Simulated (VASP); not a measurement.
Runs of VASP 6.6.1 on Rh. The structure is that of space group P6_3/mmc (No. 194), or close to it. The cells are those of the table. 

```tsv
cell	further INCAR settings	gap on the mesh (eV)	pressure (GPa)
a = 2.756, b = 2.756, c = 8.728 Å, angles 90.0, 90.0, 120.0°, 4 atoms	ALGO = Fast; EDIFF = 1e-06; NBANDS = 38	none	-14.6
a = 2.702, b = 2.702, c = 9.193 Å, angles 90.0, 90.0, 120.0°, 4 atoms	ALGO = Fast; EDIFF = 1e-06; NBANDS = 38	none	-17.0
a = 2.729, b = 2.729, c = 8.960 Å, angles 90.0, 90.0, 120.0°, 4 atoms	ALGO = Fast; EDIFF = 1e-06; NBANDS = 38	none	(b)
a = 2.729, b = 2.729, c = 8.495 Å, angles 90.0, 90.0, 120.0°, 4 atoms	ALGO = Fast; EDIFF = 1e-06; NBANDS = 38	none	(a)
a = 2.649, b = 2.649, c = 8.960 Å, angles 90.0, 90.0, 120.0°, 4 atoms	ALGO = Fast; EDIFF = 1e-07; NBANDS = 38	none	-1.4
```

Alike in all rows: task single point; level PBEsol; potentials or basis VASP PAW PBE potentials, release 64 (Rh_pv); no spin polarisation; k mesh 18 × 18 × 6; cutoff (eV) 520; smearing gaussian 0.15 eV.

Task: Estimate the missing entries.

Result: (a) -2.8; (b) -16.3.

Caveats: the PAW data sets were made with another functional, which shifts forces and pressure a little.

A k mesh can miss the band edges, and the runs leave out spin-orbit coupling on Rh.

A gap of «none» marks levels without a gap at the run's occupations.
